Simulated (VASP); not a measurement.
A run of VASP 6.6.1 is set up as follows.

The input POSCAR:

```
Ga
1.0
    2.7408712373      0.0000000000      0.0000000000
    0.0000000000      3.2372572885      0.0000000000
   -1.3252743986      0.0000000000      3.9363439549
Ga
2
Direct
    0.1345962700      0.7500000000      0.7701668300
    0.8654037300      0.2500000000      0.2298331700
```

INCAR.step1

```
SYSTEM = Ga
PREC = Accurate ; ENCUT = 520
EDIFF = 1E-5 ; ISMEAR = -1
SIGMA = 0.05 ; LREAL = .FALSE.
LASPH = .TRUE. ; NELM = 80
ALGO = Normal ; ISIF = 2
LWAVE = .TRUE. ; LCHARG = .FALSE.
GGA = PE ; NBANDS = 20
```

The input INCAR.step2:

```
SYSTEM = Ga
PREC = Accurate ; ENCUT = 520
EDIFF = 1E-6 ; ISMEAR = -1
SIGMA = 0.05 ; LREAL = .FALSE.
LASPH = .TRUE. ; NELM = 80
ALGO = Normal ; ISIF = 2
LWAVE = .FALSE. ; LCHARG = .FALSE.
GGA = PE ; LHFCALC = .TRUE.
AEXX = 0.25 ; PRECFOCK = Normal
ISTART = 1 ; NBANDS = 20
```

The input KPOINTS:

```
regular mesh
0
G
  6 4 4
  0 0 0
```

Potentials or basis: VASP PAW PBE potentials, release 64 (Ga_d).

Launch:

```bash
$ cat potpaw_PBE.64/Ga_d/POTCAR > POTCAR
$ cp INCAR.step1 INCAR
$ mpirun -np 1 vasp_std > vasp.out
$ cp INCAR.step2 INCAR
$ mpirun -np 1 vasp_std > vasp.out
```

Predict the pressure.

2.6 GPa.

What does it give for the largest force?

0.153 eV/Å.

Predict the band gap on the k mesh.

zero (bands 13 and 14 overlap by 10.64 eV).

Forces in eV/Å, atoms in the order of the input:
```
Ga  -0.023  0.000  0.151
Ga   0.023  0.000 -0.151
```

Caveat: the k points lie up to 0.49 Å⁻¹ apart, too coarse for converged energies and pressures of a metal; the PAW data sets were made with another functional, which shifts forces and pressure a little.
